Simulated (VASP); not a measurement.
A run of VASP 6.6.1:

File POSCAR:

```
LiCl
1.0
    0.0000000000      2.5647700000      2.5647700000
    2.5647700000      0.0000000000      2.5647700000
    2.5647700000      2.5647700000      0.0000000000
Cl Li
1 1
Direct
    0.5000000000      0.5000000000      0.5000000000
    0.0000000000      0.0000000000      0.0000000000
```

INCAR.step1

```
SYSTEM = LiCl
ALGO = Normal
EDIFF = 1E-5
ENCUT = 520
GGA = PE
ISIF = 2
ISMEAR = -1
LASPH = .TRUE.
LCHARG = .FALSE.
LREAL = .FALSE.
LWAVE = .TRUE.
NBANDS = 12
NELM = 100
PREC = Accurate
SIGMA = 0.05
```

INCAR.step2

```
SYSTEM = LiCl
AEXX = 0.5
ALGO = Normal
EDIFF = 1E-6
ENCUT = 520
GGA = PE
HFSCREEN = 0.2
ISIF = 2
ISMEAR = -1
ISTART = 1
LASPH = .TRUE.
LCHARG = .FALSE.
LHFCALC = .TRUE.
LREAL = .FALSE.
LWAVE = .FALSE.
NBANDS = 12
NELM = 100
PREC = Accurate
PRECFOCK = Normal
SIGMA = 0.05
```

KPOINTS

```
k-points
0
G
  5 5 5
  0 0 0
```

Potentials or basis: VASP PAW PBE potentials, release 64 (Cl, Li_sv).

Run with:

```console
$ cat potpaw_PBE.64/Cl/POTCAR potpaw_PBE.64/Li_sv/POTCAR > POTCAR
$ cp INCAR.step1 INCAR
$ mpirun -np 1 vasp_std > vasp.out
$ cp INCAR.step2 INCAR
$ mpirun -np 1 vasp_std > vasp.out
```

Hardware: 1 thread of AMD EPYC 7R13 Processor (Zen 3), with other jobs on the host.

Question: Estimate the wall time of this run.

Answer: Wall time 17 min on 1 thread of AMD EPYC 7R13 Processor (Zen 3), on a shared host, peak memory 0.22 GiB. Counts: k points 10.
